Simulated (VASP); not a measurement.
**BN: G0W0 quasiparticle levels with HSE06**

The system is BN.

```
B N
1.0
     0.00000    1.80482    1.80482
     1.80482    0.00000    1.80482
     1.80482    1.80482    0.00000
B N
1 1
Direct
  0.00000 0.00000 0.00000
  0.25000 0.25000 0.25000
```

```
Program                            : VASP 6.6.1
Task                               : G0W0 quasiparticle levels
Functional                         : HSE06
Potentials or basis                : VASP PAW PBE potentials, release 64 (B_GW, N_GW)
Cutoff                             : 500 eV
k mesh                             : 4 × 4 × 4
Occupations                        : gaussian, width 0.01 eV
Spin                               : no spin polarisation
Dipole correction                  : no
GW scheme                          : G0W0
GW iterations                      : 1
Cutoff of the response function    : 60
Frequency points                   : 48
Empty bands                        : 30
Grid for exact exchange (PRECFOCK) : Fast
Further INCAR settings             : ALGO = EVGW0; EDIFF = 1e-08; NBANDS = 34
Share of exact exchange            : 0.25
Screening parameter                : 0.2 1/Å
```

```yaml
Quasiparticle_gap: 6.00 eV
Least_direct_quasiparticle_gap: 11.32 eV
Band_gap_of_the_starting_levels_on_the_mesh: 5.84 eV
Least_direct_gap_of_the_starting_levels_on_the_mesh: 10.63 eV
```

It took 53 s on 1 thread of Intel(R) Xeon(R) Platinum 8488C (Sapphire Rapids), with other jobs on the host, peak memory 0.25 GiB.

Caveat: the k points lie up to 0.75 Å⁻¹ apart; bands, screening cutoff and mesh are small and nothing is extrapolated, so the quasiparticle values aren't converged.
